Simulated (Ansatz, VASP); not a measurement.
# Si in VASP and in Ansatz

```
CELL_PARAMETERS angstrom
-2.30023 2.30023 1.28939
2.30023 -2.30023 1.28939
2.30023 2.30023 -1.28939
ATOMIC_POSITIONS crystal
Si 0.25000 0.75000 0.50000
Si 0.50000 0.50000 0.00000
```

Change from the starting cell: strain -0.030 along x and y, -0.030 along z, atoms carried along.

Alike in both runs: task single point; functional LDA; k mesh 20 × 20 × 20; occupations gaussian, width 0.15 eV; no spin polarisation.

|  | VASP | Ansatz |
| --- | --- | --- |
| version | VASP 6.6.1 | Ansatz 0.2.0 |
| potentials or method | VASP PAW LDA potentials, release 64 (Si), cutoff 520 eV | scalar-relativistic, plane waves, PAW |
| valence electrons in the cell | 8 | 8 |

|  | VASP | Ansatz | Ansatz less VASP |
| --- | --- | --- | --- |
| gap on the k mesh at the Fermi level (eV) | none | none | - |
| pressure (GPa) | 12.1 | 11.9 | -0.13 |
| traceless stress, the component that is largest in VASP (GPa) | -2.86 | -2.86 | +0.003 |

LDA's correlation is that of Perdew and Zunger in VASP and of Perdew and Wang (1992) in Ansatz. A gap of «none» marks a metal or a gap that the smearing closes.
